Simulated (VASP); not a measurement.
# Ti (P6/mmm) in VASP: single point with PBE+D3(BJ)

Aim: the single point of Ti with PBE+D3(BJ).

Everything below comes from runs of VASP 6.6.1. Logs are shortened: lines on timing, memory, paths and dates and some standing lists are left out, and cuts for length are marked.

### Step 1. The cell of the first run

The structure is hexagonal, space group P6/mmm (No. 191). The conventional cell has a = 4.495 Å, b = 4.495 Å, c = 2.786 Å, α = 90.00°, β = 90.00°, γ = 120.00°. Within 3.7 Å of Ti (site symmetry 6/mmm) lie 14 Ti at 2.79 to 2.95 Å. Ti (site symmetry -6m2) has 11 Ti at 2.60 to 2.95 Å within 3.4 Å.

### Step 2. Single point, PBE+D3(BJ)

Input file INCAR:

```
SYSTEM = Ti
ALGO = Fast ; EDIFF = 1E-6
ENCUT = 520 ; GGA = PE
ISIF = 2 ; ISMEAR = 0
IVDW = 12 ; LASPH = .TRUE.
LCHARG = .TRUE. ; LELF = .TRUE.
LREAL = .FALSE. ; LVHAR = .TRUE.
LWAVE = .FALSE. ; NBANDS = 25
NELM = 100 ; PREC = Accurate
SIGMA = 0.1
```

Input file KPOINTS:

```
k-points
0
G
  12 12 14
  0 0 0
```

Input file POSCAR:

```
Ti
1.0
    4.4947051931      0.0000000000      0.0000000000
   -2.2473525966      3.8925288798      0.0000000000
    0.0000000000      0.0000000000      2.7855846485
Ti
3
Direct
    0.0000000000      0.0000000000      0.0000000000
    0.3333333333      0.6666666667      0.5000000000
    0.6666666667      0.3333333333      0.5000000000
```

Potentials or basis: VASP PAW PBE potentials, release 64 (Ti_sv).

Launch:

```bash
cat potpaw_PBE.64/Ti_sv/POTCAR > POTCAR
mpirun -np 1 vasp_std > vasp.out
```

OUTCAR:

```text
SYSTEM = Ti
   EDIFF = 1E-6
   ENCUT = 520
   GGA = PE
   ISIF = 2
   ISMEAR = 0
   IVDW = 12
   LASPH = .TRUE.
   LREAL = .FALSE.
   NELM = 100
   PREC = Accurate
 IVDW          = 12

 ion  position               nearest neighbor table
   1  0.000  0.000  0.000-
   2  0.333  0.667  0.500-   3 2.60   3 2.60   3 2.60
   3  0.667  0.333  0.500-   2 2.60   2 2.60   2 2.60

  LATTYP: Found a hexagonal cell.
 ALAT       =     4.4947051931
 C/A-ratio  =     0.6197480210

  Lattice vectors:

 A1 = (   4.4947051931,   0.0000000000,   0.0000000000)
 A2 = (  -2.2473525966,   3.8925288798,   0.0000000000)
 A3 = (   0.0000000000,   0.0000000000,   2.7855846485)

Analysis of symmetry for initial positions (statically):
=====================================================================
 Subroutine PRICEL returns:
 Original cell was already a primitive cell.

 Routine SETGRP: Setting up the symmetry group for a
 hexagonal supercell.

 Subroutine GETGRP returns: Found 24 space group operations
 (whereof 24 operations were pure point group operations)
 out of a pool of 24 trial point group operations.

The static configuration has the point symmetry D_6h.

Analysis of symmetry for dynamics (positions and initial velocities):
=====================================================================
 Subroutine PRICEL returns:
 Original cell was already a primitive cell.

 Routine SETGRP: Setting up the symmetry group for a
 hexagonal supercell.

 Subroutine GETGRP returns: Found 24 space group operations
 (whereof 24 operations were pure point group operations)
 out of a pool of 24 trial point group operations.

The dynamic configuration has the point symmetry D_6h.

 Subroutine INISYM returns: Found 24 space group operations
 (whereof 24 operations are pure point group operations),
 and found     1 'primitive' translations

----------------------------------------------------------------------------------------

                                     Primitive cell

  volume of cell :      48.7359

  direct lattice vectors                    reciprocal lattice vectors
     4.494705193  0.000000000  0.000000000     0.222484002  0.128451199  0.000000000
    -2.247352597  3.892528880  0.000000000     0.000000000  0.256902397  0.000000000
     0.000000000  0.000000000  2.785584648     0.000000000  0.000000000  0.358991065

  length of vectors
     4.494705193  4.494705193  2.785584648     0.256902397  0.256902397  0.358991065

  position of ions in fractional coordinates (direct lattice)
     0.000000000  0.000000000  0.000000000
     0.333333333  0.666666667  0.500000000
     0.666666667  0.333333333  0.500000000

  ion indices of the primitive-cell ions
   primitive index   ion index
                 1           1
                 2           2
                 3           3

----------------------------------------------------------------------------------------

 KPOINTS: k-points

Automatic generation of k-mesh.
 Grid dimensions read from file:
 generate k-points for:   12   12   14

 Generating k-lattice:

  Cartesian coordinates                     Fractional coordinates (reciprocal lattice)
     0.018540334  0.010704267  0.000000000     0.083333333  0.000000000  0.000000000
     0.000000000  0.021408533  0.000000000     0.000000000  0.083333333  0.000000000
     0.000000000  0.000000000  0.025642219     0.000000000  0.000000000  0.071428571

  Length of vectors
     0.021408533  0.021408533  0.025642219

  Shift w.r.t. Gamma in fractional coordinates (k-lattice)
     0.000000000  0.000000000  0.000000000

 Subroutine IBZKPT returns following result:
 ===========================================

 Found    152 irreducible k-points:

 Following reciprocal coordinates:
            Coordinates               Weight
  0.000000  0.000000  0.000000      1.000000
  0.083333  0.000000  0.000000      6.000000
  0.166667  0.000000  0.000000      6.000000
  0.250000  0.000000  0.000000      6.000000
  0.333333  0.000000  0.000000      6.000000
  0.416667  0.000000  0.000000      6.000000
[... 16 lines left out ...]
  0.250000  0.000000  0.071429     12.000000
  0.333333  0.000000  0.071429     12.000000
 [... further k-points ...]
   k-points           NKPTS =    152   k-points in BZ     NKDIM =    152   number of bands    NBANDS=     25
   number of dos      NEDOS =    301   number of ions     NIONS =      3
   total plane-waves  NPLWV =  31104
   dimension x,y,z NGX =    36 NGY =   36 NGZ =   24
   dimension x,y,z NGXF=    72 NGYF=   72 NGZF=   48
   ions per type =               3
   NGX,Y,Z   is equivalent  to a cutoff of  13.32, 13.32, 14.32 a.u.
   NGXF,Y,Z  is equivalent  to a cutoff of  26.63, 26.63, 28.65 a.u.
 SYSTEM =  Ti
   PREC   = accura    normal or accurate (medium, high low for compatibility)
   ISTART =      0    job   : 0-new  1-cont  2-samecut
   ICHARG =      2    charge: 1-file 2-atom 10-const
   ISPIN  =      1    spin polarized calculation?
   LNONCOLLINEAR =      F non collinear calculations
   LSORBIT =      F    spin-orbit coupling
   LASPH  =      T    aspherical Exc in radial PAW
   ENCUT  =  520.0 eV  38.22 Ry    6.18 a.u.   8.36  8.36  5.18*2*pi/ulx,y,z
   NELM   =    100;   NELMIN=  2; NELMDL= -5     # of ELM steps
   EDIFF  = 0.1E-05   stopping-criterion for ELM
   LREAL  =      F    real-space projection
   EDIFFG = 0.1E-04   stopping-criterion for IOM
   NSW    =      0    number of steps for IOM
   IBRION =     -1    ionic relax: 0-MD 1-quasi-New 2-CG
   NFREE  =      0    steps in history (QN), initial steepest desc. (CG)
   ISIF   =      2    stress and relaxation
   ISYM   =      2    0-nonsym 1-usesym 2-fastsym
   POTIM  = 0.5000    time-step for ionic-motion
   TEBEG  =    0.0;   TEEND  =   0.0 temperature during run
   PSTRESS=    0.0 pullay stress
   NELECT =      36.0000    total number of electrons
   NUPDOWN=      -1.0000    fix difference up-down
   EMIN   =  10.00;   EMAX   =-10.00  energy-range for DOS
   EFERMI =   0.00;   METHOD = LEGACY
   ISMEAR =     0;   SIGMA  =   0.10  broadening in eV -4-tet -1-fermi 0-gaus
   EFERMI_NEDOS =   21; number of points for ismear=-14 and -15
   IALGO  =     68    algorithm
   IMIX   =      4    mixing-type and parameters
     AMIX     =   0.40;   BMIX     =  1.00
     AMIX_MAG =   1.60;   BMIX_MAG =  1.00
  volume/ion in A,a.u.               =      16.25       109.63
  Fermi-wavevector in a.u.,A,eV,Ry     =   1.479878  2.796564 29.797281  2.190038
  Thomas-Fermi vector in A             =   2.593981
   LORBIT       =      0    0 simple, 1 ext, 2 COOP (PROOUT), +10 PAW based schemes
   GGA     = PE    functional components
   LHFCALC =     F    Hartree Fock is set to
   AEXX    =    0.0000 exact exchange contribution
   IVDW    =    12    specifies the selected vdW correction
   LEPSILON=     F    determine dielectric tensor
   LRPA    =     F    only Hartree local field effects (RPA)
 non-spin polarized calculation
 RMM-DIIS sequential band-by-band and
 Gauss-broadening in eV      SIGMA  =   0.10
  energy-cutoff  :      520.00
  volume of cell :       48.74
 maximum number of plane-waves:      1337
 NGX is ok and might be reduce to    36
   NGX = 17   NGY = 17   NGZ = 11

 number of electron      36.0000011 magnetization

 Free energy of the ion-electron system (eV)
  ---------------------------------------------------
  ext. energy  EPLUGINS =         0.00000000
  ---------------------------------------------------
  free energy    TOTEN  =       -23.47879576 eV

  energy without entropy =      -23.46526681  energy(sigma->0) =      -23.47203128

 E-fermi :   8.9488     XC(G=0): -11.8166

 val. band max:        8.9403606550   @ k =   0.0000   0.0000   0.0000
 cond. band min:       8.9661265790   @ k =   0.3333   0.0833   0.0000
 fundamental gap:      0.0257659239
 Fermi energy:         8.9488409357

 k-point     1 :       0.0000    0.0000    0.0000
  band No.  band energies     occupation
      1     -47.8476      2.00000
      2     -47.5863      2.00000
      3     -47.3926      2.00000
      4     -24.1793      2.00000
      5     -24.1793      2.00000
      6     -24.1020      2.00000
[... 17 lines left out ...]
     24      10.9447      0.00000
     25      10.9456      0.00000

 k-point     2 :       0.0833    0.0000    0.0000
  band No.  band energies     occupation
      1     -47.8461      2.00000
      2     -47.5846      2.00000
      3     -47.3960      2.00000
      4     -24.2170      2.00000
      5     -24.2104      2.00000
      6     -24.0635      2.00000
[... 17 lines left out ...]
     24      10.6689      0.00000
     25      11.1720      0.00000

 k-point     3 :       0.1667    0.0000    0.0000
  band No.  band energies     occupation
      1     -47.8421      2.00000
      2     -47.5794      2.00000
      3     -47.4056      2.00000
      4     -24.2731      2.00000
      5     -24.2400      2.00000
      6     -24.0052      2.00000
[... 17 lines left out ...]
     24      10.5549      0.00000
     25      11.4391      0.00000

 k-point     4 :       0.2500    0.0000    0.0000
  band No.  band energies     occupation
      1     -47.8367      2.00000
      2     -47.5704      2.00000
      3     -47.4206      2.00000
      4     -24.3233      2.00000
      5     -24.2425      2.00000
      6     -23.9520      2.00000
[... 17 lines left out ...]
     24      10.8269      0.00000
     25      11.7070      0.00000
[... 477 lines left out ...]
 k-point    22 :       0.1667    0.0000    0.0714
  band No.  band energies     occupation
      1     -47.8381      2.00000
      2     -47.5768      2.00000
      3     -47.4025      2.00000
      4     -24.2656      2.00000
      5     -24.2337      2.00000
      6     -24.0040      2.00000
[... 17 lines left out ...]
     24      10.5929      0.00000
     25      11.5156      0.00000

 k-point    23 :       0.2500    0.0000    0.0714
  band No.  band energies     occupation
      1     -47.8329      2.00000
      2     -47.5676      2.00000
      3     -47.4174      2.00000
      4     -24.3149      2.00000
      5     -24.2370      2.00000
      6     -23.9523      2.00000
[... 17 lines left out ...]
     24      10.8080      0.00000
     25      11.8286      0.00000

 k-point    24 :       0.3333    0.0000    0.0714
  band No.  band energies     occupation
      1     -47.8280      2.00000
      2     -47.5549      2.00000
      3     -47.4356      2.00000
      4     -24.3530      2.00000
      5     -24.2127      2.00000
      6     -23.9118      2.00000
[... 17 lines left out ...]
     24      11.1387      0.00000
     25      11.7344      0.00000

 [... further k-points ...]

------------------------ aborting loop because EDIFF is reached ----------------------------------------

 Edisp (eV)   -1.93414

 E8    (eV) :    -0.9183

  FORCE on cell =-STRESS in cart. coord.  units (eV):
  Direction    XX          YY          ZZ          XY          YZ          ZX
  --------------------------------------------------------------------------------------
  -------------------------------------------------------------------------------------
  Total      -0.11666    -0.11666    -0.11869     0.00000     0.00000    -0.00000
  in kB      -3.83514    -3.83514    -3.90188     0.00000     0.00000    -0.00000
  external pressure =       -3.86 kB  Pullay stress =        0.00 kB

 VOLUME and BASIS-vectors are now :
 -----------------------------------------------------------------------------
  energy-cutoff  :      520.00
  volume of cell :       48.74
      direct lattice vectors                 reciprocal lattice vectors
     4.494705193  0.000000000  0.000000000     0.222484002  0.128451199  0.000000000
    -2.247352597  3.892528880  0.000000000     0.000000000  0.256902397  0.000000000
     0.000000000  0.000000000  2.785584648     0.000000000  0.000000000  0.358991065

 POSITION                                       TOTAL-FORCE (eV/Angst)
 -----------------------------------------------------------------------------------
      0.00000      0.00000      0.00000        -0.000000      0.000000     -0.000000
     -0.00000      2.59502      1.39279        -0.000000      0.000000      0.000000
      2.24735      1.29751      1.39279         0.000000     -0.000000     -0.000000
 -----------------------------------------------------------------------------------
    total drift:                                0.000000      0.000000     -0.000000

  FREE ENERGIE OF THE ION-ELECTRON SYSTEM (eV)
  ---------------------------------------------------
  free  energy   TOTEN  =       -25.4129349920 eV

  energy  without entropy=      -25.3994060456  energy(sigma->0) =      -25.40617052
```

Run time: 4.4 min. Hardware: 1 thread of Intel Xeon 6975P-C (Granite Rapids), shared host; peak memory 0.28 GiB.

What came out:

* Free energy: -25.4129 eV
* Pressure: -0.4 GPa
* Band gap on the k mesh: zero (band 18 reaches 9.20 eV, above the bottom of band 19 at 8.85 eV)
* Dispersion energy per atom: -0.645 eV

Caveat: pairwise dispersion overbinds metals, which lowers pressure and volume.
